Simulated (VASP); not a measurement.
# CdTe (I-4m2) in VASP: further runs

The runs below take CdTe through single point, with r2SCAN.

All numbers are computed with VASP 6.6.1; they aren't measurements. Logs are shortened: lines on timing, memory, paths and dates and some standing lists are left out, and cuts for length are marked.

**1. The cell of the first run**

The structure is tetragonal, space group I-4m2 (No. 119). The conventional cell has a = 4.497 Å, b = 4.497 Å, c = 6.556 Å, α = 90.00°, β = 90.00°, γ = 90.00°. Cd (site symmetry -4m2) has 4 Te at 2.78 Å within 3.7 Å. Within 3.7 Å of Te (site symmetry -4m2) lie 4 Cd at 2.78 Å.

**2. Single point, r2SCAN (strain -0.030 along x and y, +0.000 along z)**

POSCAR reads:

```
CdTe
1.0
    0.0000000000      3.1795597148      3.2778966132
    3.1795597148      0.0000000000      3.2778966132
    3.1795597148      3.1795597148      0.0000000000
Cd Te
1 1
Direct
    0.0000000000      0.0000000000      0.0000000000
    0.7500000000      0.7500000000      0.7500000000
```

INCAR.step1 reads:

```
PREC     = Accurate       # precision mode
ENCUT    = 520            # plane-wave cutoff, eV
ISMEAR   = 0              # smearing method
SIGMA    = 0.05           # smearing width, eV
LREAL    = False          # projectors in reciprocal space
LASPH    = True           # aspherical terms in the spheres
NELM     = 100            # most SCF steps
NBANDS   = 16             # bands
GGA      = PE             # functional
ALGO     = Normal         # electronic algorithm
EDIFF    = 1E-4           # SCF threshold, eV
LWAVE    = True           # write WAVECAR
LCHARG   = False          # write CHGCAR
```

INCAR.step2 reads:

```
PREC     = Accurate       # precision mode
ENCUT    = 520            # plane-wave cutoff, eV
EDIFF    = 1E-6           # SCF threshold, eV
ISMEAR   = 0              # smearing method
SIGMA    = 0.05           # smearing width, eV
LREAL    = False          # projectors in reciprocal space
LASPH    = True           # aspherical terms in the spheres
NELM     = 100            # most SCF steps
ALGO     = Normal         # electronic algorithm
ISIF     = 2              # what is computed and relaxed
LWAVE    = False          # write WAVECAR
LCHARG   = False          # write CHGCAR
METAGGA  = R2SCAN         # meta-GGA
LMIXTAU  = True         
NBANDS   = 16             # bands
ISTART   = 1
```

KPOINTS reads:

```
regular mesh
0
Gamma
  8 8 8
```

Potentials or basis: VASP PAW PBE potentials, release 64 (Cd, Te).

Run with:

```bash
$ cat potpaw_PBE.64/Cd/POTCAR potpaw_PBE.64/Te/POTCAR > POTCAR
$ cp INCAR.step1 INCAR
$ mpirun -np 1 vasp_std > vasp.out
$ cp INCAR.step2 INCAR
$ mpirun -np 1 vasp_std > vasp.out
```

OUTCAR:

```text
PREC = Accurate
   ENCUT = 520
   EDIFF = 1E-6
   ISMEAR = 0
   LREAL = False
   LASPH = True
   NELM = 100
   ISIF = 2
   METAGGA = R2SCAN
   ISTART = 1

 ion  position               nearest neighbor table
   1  0.000  0.000  0.000-   2 2.78   2 2.78   2 2.78   2 2.78
   2  0.750  0.750  0.750-   1 2.78   1 2.78   1 2.78   1 2.78

  LATTYP: Found a body centered tetragonal cell.
 ALAT       =     4.4965764710
 C/A-ratio  =     1.4579521262

  Lattice vectors:

 A1 = (  -3.1795597148,   0.0000000000,   3.2778966132)
 A2 = (   3.1795597148,   0.0000000000,   3.2778966132)
 A3 = (   0.0000000000,   3.1795597148,  -3.2778966132)

Analysis of symmetry for initial positions (statically):
=====================================================================
 Subroutine PRICEL returns:
 Original cell was already a primitive cell.

 Routine SETGRP: Setting up the symmetry group for a
 body centered tetragonal supercell.

 Subroutine GETGRP returns: Found  8 space group operations
 (whereof  8 operations were pure point group operations)
 out of a pool of 16 trial point group operations.

The static configuration has the point symmetry D_2d.

Analysis of symmetry for dynamics (positions and initial velocities):
=====================================================================
 Subroutine PRICEL returns:
 Original cell was already a primitive cell.

 Routine SETGRP: Setting up the symmetry group for a
 body centered tetragonal supercell.

 Subroutine GETGRP returns: Found  8 space group operations
 (whereof  8 operations were pure point group operations)
 out of a pool of 16 trial point group operations.

The dynamic configuration has the point symmetry D_2d.

 Subroutine INISYM returns: Found  8 space group operations
 (whereof  8 operations are pure point group operations),
 and found     1 'primitive' translations

----------------------------------------------------------------------------------------

                                     Primitive cell

  volume of cell :      66.2764

  direct lattice vectors                    reciprocal lattice vectors
     0.000000000  3.179559715  3.277896613    -0.157254477  0.157254477  0.152536843
     3.179559715  0.000000000  3.277896613     0.157254477 -0.157254477  0.152536843
     3.179559715  3.179559715  0.000000000     0.157254477  0.157254477 -0.152536843

  length of vectors
     4.566640580  4.566640580  4.496576471     0.269676527  0.269676527  0.269676527

  position of ions in fractional coordinates (direct lattice)
     0.000000000  0.000000000  0.000000000
     0.750000000  0.750000000  0.750000000

  ion indices of the primitive-cell ions
   primitive index   ion index
                 1           1
                 2           2

----------------------------------------------------------------------------------------

 KPOINTS: regular mesh

Automatic generation of k-mesh.
 Grid dimensions read from file:
 generate k-points for:    8    8    8

 Generating k-lattice:

  Cartesian coordinates                     Fractional coordinates (reciprocal lattice)
    -0.019656810  0.019656810  0.019067105     0.125000000  0.000000000  0.000000000
     0.019656810 -0.019656810  0.019067105     0.000000000  0.125000000  0.000000000
     0.019656810  0.019656810 -0.019067105     0.000000000  0.000000000  0.125000000

  Length of vectors
     0.033709566  0.033709566  0.033709566

  Shift w.r.t. Gamma in fractional coordinates (k-lattice)
     0.000000000  0.000000000  0.000000000

 Subroutine IBZKPT returns following result:
 ===========================================

 Found     59 irreducible k-points:

 Following reciprocal coordinates:
            Coordinates               Weight
  0.000000  0.000000  0.000000      1.000000
  0.125000  0.000000  0.000000      8.000000
  0.250000  0.000000  0.000000      8.000000
  0.375000  0.000000  0.000000      8.000000
  0.500000  0.000000  0.000000      4.000000
  0.125000  0.125000  0.000000      2.000000
[... 16 lines left out ...]
  0.250000  0.000000  0.125000     16.000000
  0.375000  0.000000  0.125000     16.000000
 [... further k-points ...]
   k-points           NKPTS =     59   k-points in BZ     NKDIM =     59   number of bands    NBANDS=     16
   number of dos      NEDOS =    301   number of ions     NIONS =      2
   total plane-waves  NPLWV =  46656
   dimension x,y,z NGX =    36 NGY =   36 NGZ =   36
   dimension x,y,z NGXF=    72 NGYF=   72 NGZF=   72
   ions per type =               1   1
   NGX,Y,Z   is equivalent  to a cutoff of  13.11, 13.11, 13.31 a.u.
   NGXF,Y,Z  is equivalent  to a cutoff of  26.21, 26.21, 26.62 a.u.
 SYSTEM =  unknown system
   PREC   = accura    normal or accurate (medium, high low for compatibility)
   ISTART =      1    job   : 0-new  1-cont  2-samecut
   ICHARG =      0    charge: 1-file 2-atom 10-const
   ISPIN  =      1    spin polarized calculation?
   LNONCOLLINEAR =      F non collinear calculations
   LSORBIT =      F    spin-orbit coupling
   LASPH  =      T    aspherical Exc in radial PAW
   ENCUT  =  520.0 eV  38.22 Ry    6.18 a.u.   8.49  8.49  8.36*2*pi/ulx,y,z
   NELM   =    100;   NELMIN=  2; NELMDL=  0     # of ELM steps
   EDIFF  = 0.1E-05   stopping-criterion for ELM
   LREAL  =      F    real-space projection
   EDIFFG = 0.1E-04   stopping-criterion for IOM
   NSW    =      0    number of steps for IOM
   IBRION =     -1    ionic relax: 0-MD 1-quasi-New 2-CG
   NFREE  =      0    steps in history (QN), initial steepest desc. (CG)
   ISIF   =      2    stress and relaxation
   ISYM   =      2    0-nonsym 1-usesym 2-fastsym
   POTIM  = 0.5000    time-step for ionic-motion
   TEBEG  =    0.0;   TEEND  =   0.0 temperature during run
   PSTRESS=    0.0 pullay stress
   NELECT =      18.0000    total number of electrons
   NUPDOWN=      -1.0000    fix difference up-down
   EMIN   =  10.00;   EMAX   =-10.00  energy-range for DOS
   EFERMI =   0.00;   METHOD = LEGACY
   ISMEAR =     0;   SIGMA  =   0.05  broadening in eV -4-tet -1-fermi 0-gaus
   EFERMI_NEDOS =   21; number of points for ismear=-14 and -15
   IALGO  =     38    algorithm
   IMIX   =      4    mixing-type and parameters
     AMIX     =   0.40;   BMIX     =  1.00
     AMIX_MAG =   1.60;   BMIX_MAG =  1.00
  volume/ion in A,a.u.               =      33.14       223.63
  Fermi-wavevector in a.u.,A,eV,Ry     =   1.060179  2.003448 15.292674  1.123980
  Thomas-Fermi vector in A             =   2.195551
   LORBIT       =      0    0 simple, 1 ext, 2 COOP (PROOUT), +10 PAW based schemes
   METAGGA = R2SCAN    functional components
   LHFCALC =     F    Hartree Fock is set to
   AEXX    =    0.0000 exact exchange contribution
   IVDW    =     0    specifies the selected vdW correction
   LEPSILON=     F    determine dielectric tensor
   LRPA    =     F    only Hartree local field effects (RPA)
 non-spin polarized calculation
 Gauss-broadening in eV      SIGMA  =   0.05
  energy-cutoff  :      520.00
  volume of cell :       66.28
 maximum number of plane-waves:      1817
 NGX is ok and might be reduce to    36
   NGX = 17   NGY = 17   NGZ = 17

 number of electron      17.9999996 magnetization

 Free energy of the ion-electron system (eV)
  ---------------------------------------------------
  ext. energy  EPLUGINS =         0.00000000
  ---------------------------------------------------
  free energy    TOTEN  =       -46.60434110 eV

  energy without entropy =      -46.60434110  energy(sigma->0) =      -46.60434110

 E-fermi :   2.5934     XC(G=0):  -9.2293

 val. band max:        2.3849935376   @ k =   0.0000   0.0000   0.0000
 cond. band min:       3.7061338628   @ k =   0.0000   0.0000   0.0000
 fundamental gap:      1.3211403252
 Fermi energy:         2.5934279116

 k-point     1 :       0.0000    0.0000    0.0000
  band No.  band energies     occupation
      1      -9.3413      2.00000
      2      -6.3121      2.00000
      3      -6.3038      2.00000
      4      -6.3038      2.00000
      5      -6.0025      2.00000
      6      -5.9979      2.00000
[... 8 lines left out ...]
     15      11.9766      0.00000
     16      12.4474      0.00000

 k-point     2 :       0.1250    0.0000    0.0000
  band No.  band energies     occupation
      1      -9.2770      2.00000
      2      -6.2971      2.00000
      3      -6.2910      2.00000
      4      -6.2555      2.00000
      5      -6.0027      2.00000
      6      -5.9994      2.00000
[... 8 lines left out ...]
     15      11.3336      0.00000
     16      11.6234      0.00000

 k-point     3 :       0.2500    0.0000    0.0000
  band No.  band energies     occupation
      1      -9.1211      2.00000
      2      -6.2689      2.00000
      3      -6.2621      2.00000
      4      -6.0849      2.00000
      5      -6.0006      2.00000
      6      -5.9991      2.00000
[... 8 lines left out ...]
     15      11.3214      0.00000
     16      11.3248      0.00000

 k-point     4 :       0.3750    0.0000    0.0000
  band No.  band energies     occupation
      1      -8.9671      2.00000
      2      -6.2455      2.00000
      3      -6.2371      2.00000
      4      -5.9969      2.00000
      5      -5.9934      2.00000
      6      -5.7915      2.00000
[... 8 lines left out ...]
     15      12.1196      0.00000
     16      12.2280      0.00000
[... 324 lines left out ...]
 k-point    22 :       0.1250    0.0000    0.1250
  band No.  band energies     occupation
      1      -9.2544      2.00000
      2      -6.2879      2.00000
      3      -6.2781      2.00000
      4      -6.2532      2.00000
      5      -6.0053      2.00000
      6      -5.9958      2.00000
[... 8 lines left out ...]
     15      11.5519      0.00000
     16      12.2183      0.00000

 k-point    23 :       0.2500    0.0000    0.1250
  band No.  band energies     occupation
      1      -9.1285      2.00000
      2      -6.2630      2.00000
      3      -6.2508      2.00000
      4      -6.1368      2.00000
      5      -6.0003      2.00000
      6      -5.9892      2.00000
[... 8 lines left out ...]
     15      12.0123      0.00000
     16      12.3670      0.00000

 k-point    24 :       0.3750    0.0000    0.1250
  band No.  band energies     occupation
      1      -8.9751      2.00000
      2      -6.2388      2.00000
      3      -6.2246      2.00000
      4      -6.0316      2.00000
      5      -5.9871      2.00000
      6      -5.8360      2.00000
[... 8 lines left out ...]
     15      12.1243      0.00000
     16      12.7876      0.00000

 [... further k-points ...]

------------------------ aborting loop because EDIFF is reached ----------------------------------------

  FORCE on cell =-STRESS in cart. coord.  units (eV):
  Direction    XX          YY          ZZ          XY          YZ          ZX
  --------------------------------------------------------------------------------------
  -------------------------------------------------------------------------------------
  Total        1.3067098      1.3067098      1.1072830      0.0000000     -0.0000000      0.0000000
  in kB       31.5886096     31.5886096     26.7676342      0.0000000     -0.0000000      0.0000000
  external PRESSURE =      29.9816178 kB  Pullay stress =       0.0000000 kB

 VOLUME and BASIS-vectors are now :
 -----------------------------------------------------------------------------
  energy-cutoff  :      520.00
  volume of cell :       66.28
      direct lattice vectors                 reciprocal lattice vectors
     0.000000000  3.179559715  3.277896613    -0.157254477  0.157254477  0.152536843
     3.179559715  0.000000000  3.277896613     0.157254477 -0.157254477  0.152536843
     3.179559715  3.179559715  0.000000000     0.157254477  0.157254477 -0.152536843

 POSITION                                       TOTAL-FORCE (eV/Angst)
 -----------------------------------------------------------------------------------
      0.00000      0.00000      0.00000         0.000000     -0.000000      0.000000
      4.76934      4.76934      4.91684        -0.000000      0.000000     -0.000000
 -----------------------------------------------------------------------------------
    total drift:                                0.000002      0.000002      0.000003

  FREE ENERGIE OF THE ION-ELECTRON SYSTEM (eV)
  ---------------------------------------------------
  free  energy   TOTEN  =       -46.6043411043 eV

  energy  without entropy=      -46.6043411043  energy(sigma->0) =      -46.60434110
```

Wall time 5.5 min (1 thread of Intel Xeon 8259CL, shared host); peak memory 0.26 GiB.

What came out:

- Free energy: -46.6043 eV
- Pressure: 3.0 GPa
- Band gap on the k mesh: 1.32 eV

Stress tensor (GPa, compression positive):
```
3.16 0.00 0.00
0.00 3.16 0.00
0.00 0.00 2.68
```

Levels at points of the mesh, in eV from the valence-band top:
```
           k point  band 6  band 7  band 8  band 9  band 10  band 11  band 12  band 13
(0.00, 0.00, 0.00)   -8.38   -0.11    0.00    0.00     1.32     4.97     4.97     4.98
(0.50, 0.00, 0.00)   -7.99   -4.69   -0.95   -0.79     2.22     5.45     5.63     7.41
(0.50, 0.50, 0.00)   -7.87   -4.63   -1.95   -1.95     2.88     3.11     9.43     9.93
(0.50, 0.00, 0.50)   -7.81   -4.47   -2.11   -2.06     2.74     2.86     9.66     9.77
```

Caveat: the cell differs from its parent crystal (strain -0.030 along x and y, +0.000 along z); the PAW data sets were made with another functional, which shifts forces and pressure a little; spin-orbit coupling is left out, which moves the levels of the heavy elements.

**3. Single point, r2SCAN (strain -0.030 along x and y, +0.015 along z)**

POSCAR reads:

```
CdTe
1.0
    0.0000000000      3.1795597148      3.3270650624
    3.1795597148      0.0000000000      3.3270650624
    3.1795597148      3.1795597148      0.0000000000
Cd Te
1 1
Direct
    0.0000000000      0.0000000000      0.0000000000
    0.7500000000      0.7500000000      0.7500000000
```

INCAR.step1 reads:

```
SYSTEM = CdTe
PREC = Accurate
ENCUT = 520
ISMEAR = 0
SIGMA = 0.05
LREAL = .FALSE.
LASPH = .TRUE.
NELM = 60
NBANDS = 16
GGA = PE
ALGO = Normal
EDIFF = 1E-4
LWAVE = .TRUE.
LCHARG = .FALSE.
```

INCAR.step2 reads:

```
SYSTEM = CdTe
PREC = Accurate
ENCUT = 520
EDIFF = 1E-6
ISMEAR = 0
SIGMA = 0.05
LREAL = .FALSE.
LASPH = .TRUE.
NELM = 60
ALGO = Normal
ISIF = 2
LWAVE = .FALSE.
LCHARG = .FALSE.
METAGGA = R2SCAN
LMIXTAU = .TRUE.
NBANDS = 16
ISTART = 1
```

KPOINTS reads:

```
regular mesh
0
G
  8 8 8
  0 0 0
```

Potentials or basis: VASP PAW PBE potentials, release 64 (Cd, Te).

Run with:

```bash
$ cat potpaw_PBE.64/Cd/POTCAR potpaw_PBE.64/Te/POTCAR > POTCAR
$ cp INCAR.step1 INCAR
$ mpirun -np 1 vasp_std > vasp.out
$ cp INCAR.step2 INCAR
$ mpirun -np 1 vasp_std > vasp.out
```

Run time: 5 min. Hardware: 1 thread of Intel Xeon 8259CL, shared host; peak memory 0.26 GiB.

Results (log left out):

```
Free energy            : -46.6178 eV
Pressure               : 2.2 GPa
Band gap on the k mesh : 1.25 eV
```

Stress tensor (GPa, compression positive):
```
2.46 0.00 0.00
0.00 2.46 0.00
0.00 0.00 1.69
```

Levels at points of the mesh, in eV from the valence-band top:
```
           k point  band 7  band 8  band 9  band 10  band 11  band 12
(0.00, 0.00, 0.00)   -0.17    0.00    0.00     1.25     4.97     4.97
(0.50, 0.00, 0.00)   -4.62   -0.98   -0.74     2.17     5.42     5.67
(0.50, 0.50, 0.00)   -4.62   -1.87   -1.87     2.94     3.17     9.24
(0.50, 0.00, 0.50)   -4.39   -2.11   -2.03     2.74     2.81     9.57
```

Caveat: the cell differs from its parent crystal (strain -0.030 along x and y, +0.015 along z); the PAW data sets were made with another functional, which shifts forces and pressure a little; spin-orbit coupling is left out, which moves the levels of the heavy elements.

**4. Single point, r2SCAN (strain +0.000 along x and y, +0.030 along z)**

POSCAR reads:

```
CdTe
1.0
    0.0000000000      3.2778966132      3.3762335116
    3.2778966132      0.0000000000      3.3762335116
    3.2778966132      3.2778966132      0.0000000000
Cd Te
1 1
Direct
    0.0000000000      0.0000000000      0.0000000000
    0.7500000000      0.7500000000      0.7500000000
```

INCAR.step1 reads:

```
  ALGO = Normal
  EDIFF = 1E-4
  ENCUT = 520
  GGA = PE
  ISMEAR = 0
  LASPH = T
  LCHARG = F
  LREAL = F
  LWAVE = T
  NBANDS = 16
  NELM = 100
  PREC = Accurate
  SIGMA = 0.05
```

INCAR.step2 reads:

```
  ALGO = Normal
  EDIFF = 1E-6
  ENCUT = 520
  ISIF = 2
  ISMEAR = 0
  ISTART = 1
  LASPH = T
  LCHARG = F
  LMIXTAU = T
  LREAL = F
  LWAVE = F
  METAGGA = R2SCAN
  NBANDS = 16
  NELM = 100
  PREC = Accurate
  SIGMA = 0.05
```

KPOINTS reads:

```
k-points
0
Gamma
  8 8 8
```

Run with:

```bash
$ cat potpaw_PBE.64/Cd/POTCAR potpaw_PBE.64/Te/POTCAR > POTCAR
$ cp INCAR.step1 INCAR
$ mpirun -np 1 vasp_std > vasp.out
$ cp INCAR.step2 INCAR
$ mpirun -np 1 vasp_std > vasp.out
```

It took 5.4 min on 1 thread of Intel Xeon 8259CL, shared host; peak memory 0.26 GiB.

It converged, with:

| Quantity | Value |
| --- | --- |
| Free energy | -46.6369 eV |
| Pressure | -1.0 GPa |
| Band gap on the k mesh | 1.03 eV |

Stress tensor (GPa, compression positive):
```
-0.81  0.00  0.00
 0.00 -0.81  0.00
 0.00  0.00 -1.36
```

Levels at points of the mesh, in eV from the valence-band top:
```tsv
k point	band 5	band 6	band 7	band 8	band 9	band 10	band 11	band 12	band 13	band 14
(0.00, 0.00, 0.00)	-8.16	-8.16	-0.10	0.00	0.00	1.03	5.04	5.04	5.05	7.78
(0.50, 0.00, 0.00)	-8.15	-7.84	-4.16	-0.80	-0.66	2.12	5.50	5.66	7.31	8.94
(0.50, 0.50, 0.00)	-8.14	-7.74	-4.16	-1.65	-1.65	3.05	3.10	8.91	9.45	9.45
(0.50, 0.00, 0.50)	-8.13	-7.69	-4.03	-1.79	-1.75	2.88	2.94	9.12	9.32	9.52
```

Caveat: the cell differs from its parent crystal (strain +0.000 along x and y, +0.030 along z); the PAW data sets were made with another functional, which shifts forces and pressure a little; spin-orbit coupling is left out, which moves the levels of the heavy elements.

**5. Overview**

```tsv
cell	gap on the mesh (eV)	pressure (GPa)
a = 4.567, b = 4.567, c = 4.497 Å, angles 60.5, 60.5, 59.0°, 2 atoms	1.32	3.0
a = 4.602, b = 4.602, c = 4.497 Å, angles 60.8, 60.8, 58.5°, 2 atoms	1.25	2.2
a = 4.706, b = 4.706, c = 4.636 Å, angles 60.5, 60.5, 59.0°, 2 atoms	1.03	-1.0
```

Alike in all rows: task single point; level r2SCAN; potentials or basis VASP PAW PBE potentials, release 64 (Cd, Te); no spin polarisation; k mesh 8 × 8 × 8; cutoff (eV) 520; smearing gaussian 0.05 eV.

Caveats: the PAW data sets were made with another functional, which shifts forces and pressure a little; spin-orbit coupling is left out, which moves the levels of the heavy elements.

Absolute energies hang on the potentials; compare differences alone.
